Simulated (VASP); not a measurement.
Input of a VASP 6.6.1 run:

Contents of INCAR:

```
ALGO = Normal
EDIFF = 1E-6
ENCUT = 520
GGA = CA
ISIF = 2
ISMEAR = -1
LASPH = T
LCHARG = F
LREAL = F
LWAVE = F
NBANDS = 11
NELM = 80
PREC = Accurate
SIGMA = 0.01
```

The input KPOINTS:

```
k-points
0
Gamma
  12 12 12
```

File POSCAR:

```
AlN
1.0
    0.0197800000      1.9878900000      1.9878900000
    1.9878900000      0.0197800000      1.9878900000
    1.9878900000      1.9878900000      0.0197800000
Al N
1 1
Direct
    0.0000000000      0.0000000000      0.0000000000
    0.5000000000      0.5000000000      0.5000000000
```

Potentials or basis: VASP PAW LDA potentials, release 64 (Al, N).

Launch:

```sh
$ cat potpaw_LDA.64/Al/POTCAR potpaw_LDA.64/N/POTCAR > POTCAR
$ mpirun -np 1 vasp_std > vasp.out
```

(1) Estimate the band gap on the k mesh.

(2) Estimate the pressure.

Answers

(1) 4.84 eV, indirect (least direct gap 6.66 eV).

(2) 13.3 GPa.

Caveat: the cell differs from its parent crystal (equal xy, yz and zx shear strains of +1 %).
